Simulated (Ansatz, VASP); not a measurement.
# FeNi2: VASP beside Ansatz

```
Fe Ni
1.0
     3.92010    0.00000    0.00000
     0.00000    3.92010    0.00000
     0.00000    0.00000    2.63692
Fe Ni
1 2
Direct
  0.50000 0.50000 0.50000
  0.00000 0.50000 0.00000
  0.50000 0.00000 0.00000
```

Alike in both runs: functional PBE; k mesh 6 × 6 × 6; occupations gaussian, width 0.1 eV; collinear spin.

Ansatz relaxed the structure, and its values are those at the end. VASP's run is a single point on that final structure, the one shown.

|  | VASP | Ansatz |
| --- | --- | --- |
| version | VASP 6.6.1 | Ansatz 0.2.0 |
| potentials or method | VASP PAW PBE potentials, release 64 (Fe, Ni), cutoff 520 eV | scalar-relativistic, plane waves, PAW |
| valence electrons in the cell | 28 | 52 |

Ansatz gave:

```
gap on the k mesh at the Fermi level (eV)                     : none
pressure (GPa)                                                : 0.2
net moment per atom (μB)                                      : 1.37
size of the moment on the site where the two differ most (μB) : 0.81
```

Question: Which values does VASP return?

Answer: gap on the k mesh at the Fermi level (eV): none; pressure (GPa): 0.2; net moment per atom (μB): 1.36; size of the moment on the site where the two differ most (μB): 0.75.

Site moments also hang on the region over which each program counts them. A gap of «none» marks a metal or a gap that the smearing closes. With one functional, cell and mesh, what is left measures potentials, basis and numerics. VASP's potentials hold 28 valence electrons a cell and Ansatz's 52, so a difference there can come from the potentials and not from the codes.

The k mesh is coarse, so the values compare programs but aren't converged.
